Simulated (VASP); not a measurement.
Set up this calculation in VASP 6.6.1, as the native input.

```yaml
Task: single point
Functional: r2SCAN
Potentials_or_basis: VASP PAW PBE potentials, release 64 (Ge_d)
Cutoff: 520 eV
k_mesh: 7 × 7 × 2
Occupations: gaussian, width 0.15 eV
Spin: no spin polarisation
Dipole_correction: no
Further_INCAR_settings: ALGO = Normal; EDIFF = 1e-07; NBANDS = 36
```

Ge:

```
Ge
1.0
     4.02322    0.00000    0.00000
    -2.01161    3.48421    0.00000
     0.00000    0.00000   10.91958
Ge
4
Cartesian
  0.0000 0.0000 10.6734
  0.0000 0.0000 5.2136
  0.0000 2.3228 9.9898
  2.0116 1.1614 4.5300
```

These files were run (other wordings do the same):

POSCAR

```
Ge
1.0
    4.0232197978      0.0000000000      0.0000000000
   -2.0116098989      3.4842105427      0.0000000000
    0.0000000000      0.0000000000     10.9195758440
Ge
4
Direct
    0.0000000000      0.0000000000      0.9774520000
    0.0000000000      0.0000000000      0.4774520000
    0.3333333333      0.6666666667      0.9148480000
    0.6666666667      0.3333333333      0.4148480000
```

INCAR.step1

```
SYSTEM = Ge
PREC = Accurate ; ENCUT = 520
ISMEAR = 0 ; SIGMA = 0.15
LREAL = .FALSE. ; LASPH = .TRUE.
NELM = 100 ; NBANDS = 36
GGA = PE ; ALGO = Normal
EDIFF = 1E-4 ; LWAVE = .TRUE.
LCHARG = .FALSE.
```

INCAR.step2

```
SYSTEM = Ge
PREC = Accurate ; ENCUT = 520
EDIFF = 1E-7 ; ISMEAR = 0
SIGMA = 0.15 ; LREAL = .FALSE.
LASPH = .TRUE. ; NELM = 100
ALGO = Normal ; ISIF = 2
LWAVE = .FALSE. ; LCHARG = .TRUE.
METAGGA = R2SCAN ; LMIXTAU = .TRUE.
LELF = .TRUE. ; LVHAR = .TRUE.
NBANDS = 36 ; ISTART = 1
```

KPOINTS

```
Automatic mesh
0
G
  7 7 2
  0 0 0
```

Potentials or basis: VASP PAW PBE potentials, release 64 (Ge_d).

Run with:

```console
$ cat potpaw_PBE.64/Ge_d/POTCAR > POTCAR
$ cp INCAR.step1 INCAR
$ mpirun -np 1 vasp_std > vasp.out
$ cp INCAR.step2 INCAR
$ mpirun -np 1 vasp_std > vasp.out
```

Results of the run:

| Property | Result |
| --- | --- |
| Pressure | -1.2 GPa |
| Largest force | 0.206 eV/Å |
| Band gap on the k mesh | 0.92 eV |

Caveat: the PAW data sets were made with another functional, which shifts forces and pressure a little.

It took 5.2 min on 1 thread of Intel(R) Xeon(R) 6975P-C (Granite Rapids), with other jobs on the host, peak memory 0.3 GiB.
